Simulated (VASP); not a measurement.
Here is a VASP 6.6.1 calculation.

The input INCAR:

```
PREC     = Accurate       # precision mode
ENCUT    = 520            # plane-wave cutoff, eV
EDIFF    = 1E-8           # SCF threshold, eV
ISMEAR   = -1             # smearing method
SIGMA    = 0.08           # smearing width, eV
LREAL    = False          # projectors in reciprocal space
LASPH    = True           # aspherical terms in the spheres
NELM     = 60             # most SCF steps
ALGO     = Normal         # electronic algorithm
ISIF     = 2              # what is computed and relaxed
LWAVE    = False          # write WAVECAR
LCHARG   = False          # write CHGCAR
GGA      = PE             # functional
LEFG     = True         
NBANDS   = 16             # bands
```

Contents of KPOINTS:

```
regular mesh
0
Gamma
  10 10 10
```

POSCAR

```
HgTe
1.0
    0.0584300000      2.9507150000      2.9507150000
    2.9507150000      0.0584300000      2.9507150000
    2.9507150000      2.9507150000      0.0584300000
Hg Te
1 1
Direct
    0.0000000000      0.0000000000      0.0000000000
    0.5000000000      0.5000000000      0.5000000000
```

Potentials or basis: VASP PAW PBE potentials, release 64 (Hg, Te).

The run is started by

```sh
$ cat potpaw_PBE.64/Hg/POTCAR potpaw_PBE.64/Te/POTCAR > POTCAR
$ mpirun -np 1 vasp_std > vasp.out
```

Task: Predict the band gap on the k mesh.

Result: Zero (bands 9 and 10 overlap by 3.20 eV).

Task: Predict the pressure.

Result: 10.6 GPa.

Stress tensor (GPa, compression positive):
```
10.62 -0.33 -0.33
-0.33 10.62 -0.33
-0.33 -0.33 10.62
```

Caveat: the cell differs from its parent crystal (equal xy, yz and zx shear strains of +2 %); the cell stands under pressure; without QUAD_EFG the Cq values of the log hold for a quadrupole moment of 1 mb, not for the nuclei; spin-orbit coupling is left out, which moves the levels of the heavy elements.
